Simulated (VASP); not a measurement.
# PbS (R3m) in VASP: notebook

PbS is run at these levels: PBE+D3(BJ); tasks: single point.

All numbers are computed with VASP 6.6.1; they aren't measurements. Logs are shortened: lines on timing, memory, paths and dates and some standing lists are left out, and cuts for length are marked.

## 1. The cell of the first run

The typed cell holds 2 atoms: a = 4.000 Å, b = 4.000 Å, c = 4.000 Å, α = 67.23°, β = 67.23°, γ = 67.23°.

## 2. Single point, PBE+D3(BJ)

Input file INCAR:

```
SYSTEM = PbS
PREC     = Accurate       ! precision mode
ENCUT    = 520            ! plane-wave cutoff, eV
EDIFF    = 1E-6           ! SCF threshold, eV
ISMEAR   = 0              ! smearing method
SIGMA    = 0.03           ! smearing width, eV
LREAL    = .FALSE.        ! projectors in reciprocal space
LASPH    = .TRUE.         ! aspherical terms in the spheres
NELM     = 100            ! most SCF steps
ALGO     = Normal         ! electronic algorithm
ISIF     = 2              ! what is computed and relaxed
LWAVE    = .FALSE.        ! write WAVECAR
LCHARG   = .FALSE.        ! write CHGCAR
GGA      = PE             ! functional
IVDW     = 12             ! dispersion correction
NBANDS   = 17             ! bands
```

Input file KPOINTS:

```
Automatic mesh
0
G
  12 12 12
  0 0 0
```

Input file POSCAR:

```
PbS
1.0
    2.2143315441      1.2784449130      3.0759901649
   -2.2143315441      1.2784449130      3.0759901649
    0.0000000000     -2.5568898261      3.0759901649
Pb S
1 1
Direct
    0.9779892340      0.9779892340      0.9779892340
    0.4776120960      0.4776120960      0.4776120960
```

Potentials or basis: VASP PAW PBE potentials, release 64 (Pb_d, S).

On the command line:

```sh
cat potpaw_PBE.64/Pb_d/POTCAR potpaw_PBE.64/S/POTCAR > POTCAR
mpirun -np 1 vasp_std > vasp.out
```

OUTCAR:

```text
SYSTEM = PbS
   PREC = Accurate
   ENCUT = 520
   EDIFF = 1E-6
   ISMEAR = 0
   LREAL = .FALSE.
   LASPH = .TRUE.
   NELM = 100
   ISIF = 2
   GGA = PE
   IVDW = 12
 IVDW          = 12

 ion  position               nearest neighbor table
   1  0.978  0.978  0.978-   2 2.98   2 2.98   2 2.98   2 2.99   2 2.99   2 2.99
   2  0.478  0.478  0.478-   1 2.98   1 2.98   1 2.98   1 2.99   1 2.99   1 2.99

  LATTYP: Found a trigonal (rhomboedric) cell.
 ALAT       =     3.9999251340
 COS(alpha) =     0.3870690330

  Lattice vectors:

 A1 = (   2.2143315441,   1.2784449130,   3.0759901649)
 A2 = (  -2.2143315441,   1.2784449130,   3.0759901649)
 A3 = (   0.0000000000,  -2.5568898261,   3.0759901649)

Analysis of symmetry for initial positions (statically):
=====================================================================
 Subroutine PRICEL returns:
 Original cell was already a primitive cell.

 Routine SETGRP: Setting up the symmetry group for a
 trigonal (rhombohedral) supercell.

 Subroutine GETGRP returns: Found  6 space group operations
 (whereof  6 operations were pure point group operations)
 out of a pool of 12 trial point group operations.

The static configuration has the point symmetry C_3v.

Analysis of symmetry for dynamics (positions and initial velocities):
=====================================================================
 Subroutine PRICEL returns:
 Original cell was already a primitive cell.

 Routine SETGRP: Setting up the symmetry group for a
 trigonal (rhombohedral) supercell.

 Subroutine GETGRP returns: Found  6 space group operations
 (whereof  6 operations were pure point group operations)
 out of a pool of 12 trial point group operations.

The dynamic configuration has the point symmetry C_3v.

 Subroutine INISYM returns: Found  6 space group operations
 (whereof  6 operations are pure point group operations),
 and found     1 'primitive' translations

----------------------------------------------------------------------------------------

                                     Primitive cell

  volume of cell :      52.2469

  direct lattice vectors                    reciprocal lattice vectors
     2.214331544  1.278444913  3.075990165     0.225801778  0.130366717  0.108366190
    -2.214331544  1.278444913  3.075990165    -0.225801778  0.130366717  0.108366190
     0.000000000 -2.556889826  3.075990165     0.000000000 -0.260733435  0.108366190

  length of vectors
     3.999925134  3.999925134  3.999925134     0.282356433  0.282356433  0.282356433

  position of ions in fractional coordinates (direct lattice)
     0.977989234  0.977989234  0.977989234
     0.477612096  0.477612096  0.477612096

  ion indices of the primitive-cell ions
   primitive index   ion index
                 1           1
                 2           2

----------------------------------------------------------------------------------------

 KPOINTS: Automatic mesh

Automatic generation of k-mesh.
 Grid dimensions read from file:
 generate k-points for:   12   12   12

 Generating k-lattice:

  Cartesian coordinates                     Fractional coordinates (reciprocal lattice)
     0.018816815  0.010863893  0.009030516     0.083333333  0.000000000  0.000000000
    -0.018816815  0.010863893  0.009030516     0.000000000  0.083333333  0.000000000
     0.000000000 -0.021727786  0.009030516    -0.000000000 -0.000000000  0.083333333

  Length of vectors
     0.023529703  0.023529703  0.023529703

  Shift w.r.t. Gamma in fractional coordinates (k-lattice)
     0.000000000  0.000000000  0.000000000

 Subroutine IBZKPT returns following result:
 ===========================================

 Found    189 irreducible k-points:

 Following reciprocal coordinates:
            Coordinates               Weight
  0.000000  0.000000  0.000000      1.000000
  0.083333  0.000000  0.000000      6.000000
  0.166667  0.000000  0.000000      6.000000
  0.250000  0.000000  0.000000      6.000000
  0.333333 -0.000000  0.000000      6.000000
  0.416667 -0.000000  0.000000      6.000000
[... 16 lines left out ...]
  0.500000  0.166667  0.000000     12.000000
 -0.416667  0.166667 -0.000000     12.000000
 [... further k-points ...]
   k-points           NKPTS =    189   k-points in BZ     NKDIM =    189   number of bands    NBANDS=     17
   number of dos      NEDOS =    301   number of ions     NIONS =      2
   total plane-waves  NPLWV =  27000
   dimension x,y,z NGX =    30 NGY =   30 NGZ =   30
   dimension x,y,z NGXF=    60 NGYF=   60 NGZF=   60
   ions per type =               1   1
   NGX,Y,Z   is equivalent  to a cutoff of  12.47, 12.47, 12.47 a.u.
   NGXF,Y,Z  is equivalent  to a cutoff of  24.94, 24.94, 24.94 a.u.
 SYSTEM =  PbS
   PREC   = accura    normal or accurate (medium, high low for compatibility)
   ISTART =      0    job   : 0-new  1-cont  2-samecut
   ICHARG =      2    charge: 1-file 2-atom 10-const
   ISPIN  =      1    spin polarized calculation?
   LNONCOLLINEAR =      F non collinear calculations
   LSORBIT =      F    spin-orbit coupling
   LASPH  =      T    aspherical Exc in radial PAW
   ENCUT  =  520.0 eV  38.22 Ry    6.18 a.u.   7.44  7.44  7.44*2*pi/ulx,y,z
   NELM   =    100;   NELMIN=  2; NELMDL= -5     # of ELM steps
   EDIFF  = 0.1E-05   stopping-criterion for ELM
   LREAL  =      F    real-space projection
   EDIFFG = 0.1E-04   stopping-criterion for IOM
   NSW    =      0    number of steps for IOM
   IBRION =     -1    ionic relax: 0-MD 1-quasi-New 2-CG
   NFREE  =      0    steps in history (QN), initial steepest desc. (CG)
   ISIF   =      2    stress and relaxation
   ISYM   =      2    0-nonsym 1-usesym 2-fastsym
   POTIM  = 0.5000    time-step for ionic-motion
   TEBEG  =    0.0;   TEEND  =   0.0 temperature during run
   PSTRESS=    0.0 pullay stress
   NELECT =      20.0000    total number of electrons
   NUPDOWN=      -1.0000    fix difference up-down
   EMIN   =  10.00;   EMAX   =-10.00  energy-range for DOS
   EFERMI =   0.00;   METHOD = LEGACY
   ISMEAR =     0;   SIGMA  =   0.03  broadening in eV -4-tet -1-fermi 0-gaus
   EFERMI_NEDOS =   21; number of points for ismear=-14 and -15
   IALGO  =     38    algorithm
   IMIX   =      4    mixing-type and parameters
     AMIX     =   0.40;   BMIX     =  1.00
     AMIX_MAG =   1.60;   BMIX_MAG =  1.00
  volume/ion in A,a.u.               =      26.12       176.29
  Fermi-wavevector in a.u.,A,eV,Ry     =   1.188679  2.246277 19.224453  1.412957
  Thomas-Fermi vector in A             =   2.324803
   LORBIT       =      0    0 simple, 1 ext, 2 COOP (PROOUT), +10 PAW based schemes
   GGA     = PE    functional components
   LHFCALC =     F    Hartree Fock is set to
   AEXX    =    0.0000 exact exchange contribution
   IVDW    =    12    specifies the selected vdW correction
   LEPSILON=     F    determine dielectric tensor
   LRPA    =     F    only Hartree local field effects (RPA)
 non-spin polarized calculation
 Gauss-broadening in eV      SIGMA  =   0.03
  energy-cutoff  :      520.00
  volume of cell :       52.25
 maximum number of plane-waves:      1424
 NGX is ok and might be reduce to    30

 number of electron      20.0000001 magnetization

 Free energy of the ion-electron system (eV)
  ---------------------------------------------------
  ext. energy  EPLUGINS =         0.00000000
  ---------------------------------------------------
  free energy    TOTEN  =        -8.66521657 eV

  energy without entropy =       -8.66515802  energy(sigma->0) =       -8.66518730

 E-fermi :   5.7689     XC(G=0):  -9.6970

 val. band max:        5.6198053874   @ k =  -0.4167   0.0833  -0.0000
 cond. band min:       5.7793835458   @ k =   0.5000   0.4167   0.4167
 fundamental gap:      0.1595781584
 Fermi energy:         5.7688754373

 k-point     1 :       0.0000    0.0000    0.0000
  band No.  band energies     occupation
      1     -11.1193      2.00000
      2     -11.1193      2.00000
      3     -11.0960      2.00000
      4     -11.0414      2.00000
      5     -11.0414      2.00000
      6      -7.7250      2.00000
[... 9 lines left out ...]
     16      14.1482      0.00000
     17      15.1072      0.00000

 k-point     2 :       0.0833    0.0000    0.0000
  band No.  band energies     occupation
      1     -11.1202      2.00000
      2     -11.1163      2.00000
      3     -11.0950      2.00000
      4     -11.0422      2.00000
      5     -11.0413      2.00000
      6      -7.6684      2.00000
[... 9 lines left out ...]
     16      14.1368      0.00000
     17      15.2714      0.00000

 k-point     3 :       0.1667    0.0000    0.0000
  band No.  band energies     occupation
      1     -11.1232      2.00000
      2     -11.1109      2.00000
      3     -11.0898      2.00000
      4     -11.0442      2.00000
      5     -11.0405      2.00000
      6      -7.5033      2.00000
[... 9 lines left out ...]
     16      14.2699      0.00000
     17      16.1555      0.00000

 k-point     4 :       0.2500    0.0000    0.0000
  band No.  band energies     occupation
      1     -11.1282      2.00000
      2     -11.1089      2.00000
      3     -11.0773      2.00000
      4     -11.0470      2.00000
      5     -11.0385      2.00000
      6      -7.2468      2.00000
[... 9 lines left out ...]
     16      14.8372      0.00000
     17      17.2328      0.00000

 k-point     5 :       0.3333   -0.0000    0.0000
  band No.  band energies     occupation
      1     -11.1342      2.00000
      2     -11.1094      2.00000
      3     -11.0626      2.00000
      4     -11.0496      2.00000
      5     -11.0355      2.00000
      6      -6.9382      2.00000
[... 9 lines left out ...]
     16      15.4852      0.00000
     17      17.6380      0.00000

 k-point     6 :       0.4167   -0.0000    0.0000
  band No.  band energies     occupation
      1     -11.1390      2.00000
      2     -11.1105      2.00000
      3     -11.0535      2.00000
      4     -11.0494      2.00000
      5     -11.0328      2.00000
      6      -6.6584      2.00000
[... 9 lines left out ...]
     16      15.3801      0.00000
     17      17.4356      0.00000

 k-point     7 :       0.5000    0.0000    0.0000
  band No.  band energies     occupation
      1     -11.1408      2.00000
      2     -11.1109      2.00000
      3     -11.0533      2.00000
      4     -11.0461      2.00000
      5     -11.0318      2.00000
      6      -6.5379      2.00000
[... 9 lines left out ...]
     16      14.7353      0.00000
     17      16.8814      0.00000

 k-point     8 :       0.0833    0.0833    0.0000
  band No.  band energies     occupation
      1     -11.1196      2.00000
      2     -11.1134      2.00000
      3     -11.0955      2.00000
      4     -11.0451      2.00000
      5     -11.0405      2.00000
      6      -7.6439      2.00000
[... 9 lines left out ...]
     16      13.8085      0.00000
     17      15.2068      0.00000
[... 203 lines left out ...]
      1     -11.1241      2.00000
      2     -11.0974      2.00000
      3     -11.0950      2.00000
      4     -11.0544      2.00000
      5     -11.0378      2.00000
      6      -7.4043      2.00000
[... 9 lines left out ...]
     16      14.2967      0.00000
     17      15.5167      0.00000

 k-point    20 :       0.2500    0.1667    0.0000
  band No.  band energies     occupation
      1     -11.1305      2.00000
      2     -11.1003      2.00000
      3     -11.0826      2.00000
      4     -11.0563      2.00000
      5     -11.0365      2.00000
      6      -7.2010      2.00000
[... 9 lines left out ...]
     16      14.9430      0.00000
     17      15.7952      0.00000

 k-point    21 :       0.3333    0.1667    0.0000
  band No.  band energies     occupation
      1     -11.1392      2.00000
      2     -11.1035      2.00000
      3     -11.0724      2.00000
      4     -11.0516      2.00000
      5     -11.0359      2.00000
      6      -6.9271      2.00000
[... 9 lines left out ...]
     16      15.7415      0.00000
     17      16.6395      0.00000

 k-point    22 :       0.4167    0.1667    0.0000
  band No.  band energies     occupation
      1     -11.1464      2.00000
      2     -11.1043      2.00000
      3     -11.0681      2.00000
      4     -11.0441      2.00000
      5     -11.0360      2.00000
      6      -6.6380      2.00000
[... 9 lines left out ...]
     16      16.0297      0.00000
     17      17.6568      0.00000

 k-point    23 :       0.5000    0.1667    0.0000
  band No.  band energies     occupation
      1     -11.1491      2.00000
      2     -11.1036      2.00000
      3     -11.0655      2.00000
      4     -11.0411      2.00000
      5     -11.0370      2.00000
      6      -6.4301      2.00000
[... 9 lines left out ...]
     16      15.8755      0.00000
     17      18.2488      0.00000

 k-point    24 :      -0.4167    0.1667   -0.0000
  band No.  band energies     occupation
      1     -11.1466      2.00000
      2     -11.1022      2.00000
      3     -11.0639      2.00000
      4     -11.0444      2.00000
      5     -11.0386      2.00000
      6      -6.4142      2.00000
[... 9 lines left out ...]
     16      15.8666      0.00000
     17      17.8021      0.00000

 [... further k-points ...]

------------------------ aborting loop because EDIFF is reached ----------------------------------------

 Edisp (eV)   -0.69479

 E8    (eV) :    -0.3132

  FORCE on cell =-STRESS in cart. coord.  units (eV):
  Direction    XX          YY          ZZ          XY          YZ          ZX
  --------------------------------------------------------------------------------------
  -------------------------------------------------------------------------------------
  Total      -0.73579    -0.73579     0.75376     0.00000    -0.00000     0.00000
  in kB     -22.56333   -22.56333    23.11430     0.00000    -0.00000     0.00000
  external pressure =       -7.34 kB  Pullay stress =        0.00 kB

 VOLUME and BASIS-vectors are now :
 -----------------------------------------------------------------------------
  energy-cutoff  :      520.00
  volume of cell :       52.25
      direct lattice vectors                 reciprocal lattice vectors
     2.214331544  1.278444913  3.075990165     0.225801778  0.130366717  0.108366190
    -2.214331544  1.278444913  3.075990165    -0.225801778  0.130366717  0.108366190
     0.000000000 -2.556889826  3.075990165     0.000000000 -0.260733435  0.108366190

 POSITION                                       TOTAL-FORCE (eV/Angst)
 -----------------------------------------------------------------------------------
      0.00000     -0.00000      9.02486         0.000000      0.000000     -0.003319
      0.00000     -0.00000      4.40739         0.000000     -0.000000      0.003319
 -----------------------------------------------------------------------------------
    total drift:                                0.000000     -0.000000     -0.000163

  FREE ENERGIE OF THE ION-ELECTRON SYSTEM (eV)
  ---------------------------------------------------
  free  energy   TOTEN  =        -9.3600066057 eV

  energy  without entropy=       -9.3599480604  energy(sigma->0) =       -9.35997733
```

Run time: 58 s. Hardware: 1 thread of Intel Xeon 6975P-C (Granite Rapids), shared host; peak memory 0.29 GiB.

What came out:

```
Free energy                : -9.3600 eV
Pressure                   : -0.7 GPa
Largest force              : 0.003 eV/Å
Band gap on the k mesh     : zero (band 10 reaches 5.93 eV, above the bottom of band 11 at 5.41 eV)
Dispersion energy per atom : -0.347 eV
```

Forces on the atoms (eV/Å):
```
Pb   0.000  0.000 -0.003
S    0.000  0.000  0.003
```

Caveat: spin-orbit coupling is left out, which moves the levels of the heavy elements; pairwise dispersion overbinds metals, which lowers pressure and volume.

## 3. Single point, PBE+D3(BJ)

This run uses another cell than the first one, of the same volume but with other edges.

Input file INCAR:

```
PREC = Accurate
ENCUT = 520
EDIFF = 1E-6
ISMEAR = 0
SIGMA = 0.03
LREAL = F
LASPH = T
NELM = 60
ALGO = Normal
ISIF = 2
LWAVE = F
LCHARG = T
GGA = PE
IVDW = 12
LELF = T
LVHAR = T
NBANDS = 17
```

Input file KPOINTS:

```
regular mesh
0
Gamma
  12 12 12
```

Input file POSCAR:

```
PbS
1.0
    1.9738851209      1.1396231059      3.8710295753
   -1.9738851209      1.1396231059      3.8710295753
    0.0000000000     -2.2792462118      3.8710295753
Pb S
1 1
Direct
    0.9779892340      0.9779892340      0.9779892340
    0.4776120960      0.4776120960      0.4776120960
```

Potentials or basis: VASP PAW PBE potentials, release 64 (Pb_d, S).

On the command line:

```sh
cat potpaw_PBE.64/Pb_d/POTCAR potpaw_PBE.64/S/POTCAR > POTCAR
mpirun -np 1 vasp_std > vasp.out
```

Run time: 71 s. Hardware: 1 thread of Intel Xeon 6975P-C (Granite Rapids), shared host; peak memory 0.32 GiB.

The run converged. Its results:

```yaml
Free_energy: -9.2880 eV
Pressure: -1.1 GPa
Largest_force: 0.005 eV/Å
Band_gap_on_the_k_mesh: zero (band 10 reaches 6.30 eV, above the bottom of band 11 at 5.46 eV)
Dispersion_energy_per_atom: -0.348 eV
```

Forces in eV/Å, atoms in the order of the input:
```
Pb   0.000  0.000  0.005
S    0.000  0.000 -0.005
```

Stress tensor (GPa, compression positive):
```
 1.74  0.00  0.00
 0.00  1.74  0.00
 0.00  0.00 -6.72
```

Levels at points of the mesh, in eV from the Fermi level:
| k point | band 6 | band 7 | band 8 | band 9 | band 10 | band 11 | band 12 | band 13 | band 14 | band 15 |
| --- | --- | --- | --- | --- | --- | --- | --- | --- | --- | --- |
| (0.00, 0.00, 0.00) | -13.45 | -6.34 | -3.03 | -1.49 | -1.49 | 5.33 | 5.37 | 5.37 | 5.81 | 7.70 |
| (0.50, 0.00, 0.00) | -12.11 | -8.54 | -2.09 | -1.47 | -0.39 | -0.28 | 1.81 | 2.16 | 7.97 | 8.46 |
| (0.50, 0.50, 0.00) | -11.78 | -7.21 | -5.06 | -3.79 | -2.67 | 4.13 | 4.37 | 5.41 | 6.48 | 10.70 |
| (0.50, 0.50, 0.50) | -12.41 | -9.44 | -1.16 | -1.16 | 0.56 | 1.41 | 3.15 | 3.15 | 8.78 | 9.32 |

Caveat: spin-orbit coupling is left out, which moves the levels of the heavy elements; pairwise dispersion overbinds metals, which lowers pressure and volume.

(Continued in part 2 of 2.)
